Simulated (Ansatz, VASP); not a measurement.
## VWC2 in VASP and in Ansatz

```
CELL_PARAMETERS angstrom
1.51704 0.87586 4.93389
-1.51704 0.87586 4.93389
0.00000 -1.75173 4.93389
ATOMIC_POSITIONS crystal
W 0.00000 0.00000 0.00000
V 0.50000 0.50000 0.50000
C 0.24649 0.24649 0.24649
C 0.75351 0.75351 0.75351
```

Alike in both runs: task relaxation of cell and atoms; functional PBEsol; k mesh 10 × 10 × 10; occupations fermi-dirac, width 0.05 eV; collinear spin.

|  | VASP | Ansatz |
| --- | --- | --- |
| version | VASP 6.6.1 | Ansatz 0.2.0 |
| potentials or method | VASP PAW PBE potentials, release 64 (W_sv, V_sv, C) | Ansatz PAW |
| plane-wave cutoff (eV) | 600 | 420 |
| valence electrons in the cell | 35 | 35 |

|  | VASP | Ansatz | Ansatz less VASP |
| --- | --- | --- | --- |
| gap on the k mesh at the Fermi level, each at its own relaxed structure (eV) | none | none | - |
| net moment per atom (μB) | 0.00 | 0.00 | 0.000 |
| relaxed volume (Å³/atom) | 9.54 | 9.53 | -0.013 |
| relaxed length of the cell vector where the two differ most in proportion (Å) | 5.177 | 5.175 | -0.0024 |

VASP's potentials were made for PBE, not for PBEsol. A gap of «none» marks a metal or a gap that the smearing closes.

Spin-orbit coupling is off throughout. Noted on Ansatz's run: the plane-wave basis is chosen anew once the cell has moved, so the energies of steps on either side of that aren't comparable.
